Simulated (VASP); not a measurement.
# P: single point with PBE

P:

```
P
1.0
    -2.33818    2.33818    2.33818
     2.33818   -2.33818    2.33818
     2.33818    2.33818   -2.33818
P
3
Cartesian
  2.3382 0.0000 0.0000
  0.0000 2.3382 0.0000
  0.0000 0.0000 2.3382
```

* Program: VASP 6.6.1
* Task: single point
* Functional: PBE
* Potentials or basis: VASP PAW PBE potentials, release 64 (P)
* Cutoff: 520 eV
* k mesh: 6 × 6 × 6
* Occupations: gaussian, width 0.1 eV
* Spin: no spin polarisation

```
Pressure : -0.2 GPa
```

Levels at points of the mesh, in eV from the Fermi level:
```
           k point  band 5  band 6  band 7  band 8  band 9  band 10
(0.00, 0.00, 0.00)   -5.26   -5.26   -0.58   -0.58   -0.58     2.70
(0.50, 0.00, 0.00)   -3.30   -2.28   -1.56    0.15    1.18     2.53
(0.50, 0.50, 0.50)   -7.50   -5.45    1.31    1.31    1.31     6.72
```

It took 8.7 s on 1 thread of Intel(R) Xeon(R) Platinum 8488C (Sapphire Rapids), with other jobs on the host, peak memory 0.15 GiB.
